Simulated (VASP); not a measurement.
**Nb2B4Pt: single point with PBE**

Crystal: Nb2B4Pt.

```
CELL_PARAMETERS angstrom
3.12265 0.00000 0.00000
-1.56133 2.70430 0.00000
0.00000 0.00000 9.06287
ATOMIC_POSITIONS crystal
Nb 0.00000 0.00000 0.17981
Nb 0.00000 0.00000 0.82019
B 0.33333 0.66667 0.35587
B 0.66667 0.33333 0.64413
B 0.66667 0.33333 0.00321
B 0.33333 0.66667 0.99679
Pt 0.00000 0.00000 0.50000
```

The cell was generated, and may not be a known phase.

```
Program                : VASP 6.6.1
Task                   : single point
Functional             : PBE
Potentials or basis    : VASP PAW PBE potentials, release 64 (Nb_sv, B, Pt)
Cutoff                 : 520 eV
k mesh                 : 12 × 12 × 4
Occupations            : gaussian, width 0.1 eV
Spin                   : no spin polarisation
Dipole correction      : no
Further INCAR settings : ALGO = Normal; EDIFF = 1e-06; NBANDS = 33
```

```
Pressure               : -0.3 GPa
Largest force          : 0.007 eV/Å
Band gap on the k mesh : zero (bands 24 and 25 overlap by 0.96 eV)
```

Forces in eV/Å, atoms in the order of the input:
```
Nb   0.000  0.000 -0.007
Nb   0.000  0.000  0.007
B    0.000  0.000 -0.003
B    0.000  0.000  0.003
B    0.000  0.000 -0.003
B    0.000  0.000  0.003
Pt   0.000  0.000  0.000
```

Levels at points of the mesh, in eV from the Fermi level:
| k point | band 20 | band 21 | band 22 | band 23 | band 24 | band 25 | band 26 | band 27 | band 28 | band 29 |
| --- | --- | --- | --- | --- | --- | --- | --- | --- | --- | --- |
| (0.00, 0.00, 0.00) | -2.91 | -0.75 | -0.75 | 0.03 | 0.03 | 0.12 | 1.22 | 1.80 | 1.80 | 2.38 |
| (0.50, 0.00, 0.00) | -2.45 | -1.99 | -1.35 | -1.17 | -0.77 | 0.21 | 1.01 | 2.94 | 3.18 | 3.54 |
| (0.00, 0.00, 0.50) | -2.95 | -0.66 | -0.38 | -0.38 | 0.12 | 0.12 | 0.98 | 0.98 | 1.90 | 2.30 |
| (0.50, 0.00, 0.50) | -2.74 | -1.99 | -1.67 | -1.02 | -0.74 | -0.59 | 2.60 | 3.26 | 3.43 | 3.79 |

Wall time 86 s on 1 thread of Intel(R) Xeon(R) 6975P-C (Granite Rapids), on a shared host, peak memory 0.28 GiB.

Caveat: spin-orbit coupling is left out, which moves the levels of the heavy elements.
